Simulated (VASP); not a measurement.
BAs, 2 atoms in the cell. The structure is cubic, space group F-43m (No. 216). The conventional cell has a = 4.735 Å, b = 4.735 Å, c = 4.735 Å, α = 90.00°, β = 90.00°, γ = 90.00°. Within 2.7 Å of B (site symmetry -43m) lie 4 As at 2.05 Å. As (site symmetry -43m) has 4 B at 2.05 Å within 2.7 Å. 

| Property | Result |
| --- | --- |
| Program | VASP 6.6.1 |
| Task | single point |
| Functional | r2SCAN |
| Potentials or basis | VASP PAW PBE potentials, release 64 (B, As) |
| Cutoff | 550 eV |
| k mesh | 8 × 8 × 8 |
| Occupations | gaussian, width 0.01 eV |
| Spin | non-collinear spin, zero start, spin-orbit coupling |
| Starting moments | [[0.0, 0.0, 0.0], [0.0, 0.0, 0.0]] μB |
| Dipole correction | no |
| Further INCAR settings | ALGO = Normal; EDIFF = 1e-06; NBANDS = 20 |

Potentials or basis: VASP PAW PBE potentials, release 64 (B, As).

Run with:

```console
$ cat potpaw_PBE.64/B/POTCAR potpaw_PBE.64/As/POTCAR > POTCAR
$ cp INCAR.step1 INCAR
$ mpirun -np 1 vasp_ncl > vasp.out
$ cp INCAR.step2 INCAR
$ mpirun -np 1 vasp_ncl > vasp.out
```

Hardware: 1 thread of Intel Xeon 8259CL (shared host).

Problem. Estimate the wall time of this run.

Solution. Wall time 7.9 min on 1 thread of Intel Xeon 8259CL, on a shared host, peak memory 0.3 GiB. Counts: k points 43.
